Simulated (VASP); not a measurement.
SnSe: single point with LDA

The system is SnSe, a slab with vacuum.

```xyz
4
Lattice="4.1899 0.0000 0.0000 0.0000 4.1899 -0.0628 0.0000 -0.1647 10.9796" Properties=species:S:1:pos:R:3 pbc="T T T"
Sn    2.0949   -0.0623    4.1521
Sn    0.0000    1.9925    6.7961
Se    2.0949   -0.1024    6.8269
Se    0.0000    2.0327    4.1213
```

This cell differs from its parent crystal: strain -0.0300 x Voigt [0, 0, 0, 1, 0, 0].

| Property | Result |
| --- | --- |
| Program | VASP 6.6.1 |
| Task | single point |
| Functional | LDA |
| Potentials or basis | VASP PAW LDA potentials, release 64 (Sn_d, Se) |
| Cutoff | 500 eV |
| k mesh | 6 × 6 × 4 |
| Occupations | gaussian, width 0.05 eV |
| Spin | no spin polarisation |
| Dipole correction | no |
| Further INCAR settings | ALGO = Normal; EDIFF = 1e-06; NBANDS = 28 |

| Quantity | Value |
| --- | --- |
| Largest force | 0.091 eV/Å |
| Band gap on the k mesh | 1.44 eV (least direct gap 1.50 eV) |

Forces on the atoms (eV/Å):
```
Sn   0.000 -0.014 -0.028
Sn   0.000  0.014  0.028
Se   0.000  0.087  0.025
Se   0.000 -0.087 -0.025
```

Levels at points of the mesh, in eV from the valence-band top:
```tsv
k point	band 17	band 18	band 19	band 20	band 21	band 22	band 23	band 24
(0.00, 0.00, 0.00)	-3.26	-1.99	-1.98	-0.56	1.61	3.56	3.74	4.72
(0.50, 0.00, 0.00)	-1.65	-1.65	-0.10	-0.10	1.47	1.47	1.97	1.97
(0.00, 0.50, 0.00)	-1.68	-1.62	-0.11	-0.09	1.47	1.50	1.91	2.02
(0.50, 0.50, 0.00)	-3.64	-3.64	-1.83	-1.83	3.55	3.55	4.48	4.48
(0.00, 0.00, 0.50)	-3.26	-1.99	-1.98	-0.56	1.47	3.56	4.72	4.72
(0.50, 0.00, 0.50)	-1.65	-1.65	-0.10	-0.10	1.48	1.48	1.97	1.97
(0.00, 0.50, 0.50)	-1.68	-1.62	-0.11	-0.09	1.48	1.51	1.91	2.02
(0.50, 0.50, 0.50)	-3.64	-3.64	-1.83	-1.83	3.52	3.52	4.52	4.52
```

It took 2.2 min on 1 thread of AMD EPYC 9R45 96-Core Processor (Zen 5) (shared host), peak memory 0.35 GiB.

Caveat: the cell differs from its parent crystal (strain -0.0300 x Voigt [0, 0, 0, 1, 0, 0]); there is no dipole correction, which matters where the two faces differ; spin-orbit coupling is left out, which moves the levels of the heavy elements.
